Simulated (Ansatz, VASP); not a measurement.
**Two plane-wave programs on AlGaN2**

```
Al Ga N
1.0
     3.11529    0.00000    0.00000
     0.00000    3.11529    0.00000
     0.00000    0.00000    4.12127
Al Ga N
1 1 2
Direct
  0.50000 0.50000 0.50000
  0.00000 0.00000 0.00000
  0.50000 0.00000 0.73873
  0.00000 0.50000 0.26127
```

Alike in both runs: task single point; functional LDA; k mesh 8 × 8 × 6; occupations gaussian, width 0.02 eV; no spin polarisation.

|  | VASP | Ansatz |
| --- | --- | --- |
| version | VASP 6.6.1 | Ansatz 0.2.0 |
| potentials or method | VASP PAW LDA potentials, release 64 (Al, Ga_d, N_h), cutoff 910 eV | scalar-relativistic, plane waves, PAW |
| valence electrons in the cell | 26 | 26 |

Ansatz gave:

| Quantity | Value |
| --- | --- |
| gap on the k mesh at the Fermi level (eV) | 3.46 |
| least direct gap on the mesh (eV) | 3.46 |
| rms of the force components (eV/Å) | 0.000 |

Task: Which values does VASP return?

Result: gap on the k mesh at the Fermi level (eV): 3.44; least direct gap on the mesh (eV): 3.44; rms of the force components (eV/Å): 0.011.

LDA's correlation is that of Perdew and Zunger in VASP and of Perdew and Wang (1992) in Ansatz. Atom by atom the forces differ by 0.011 eV/Å (rms over components).

Noted on VASP's run: the cutoff is short for stress, so the pressure is rough.
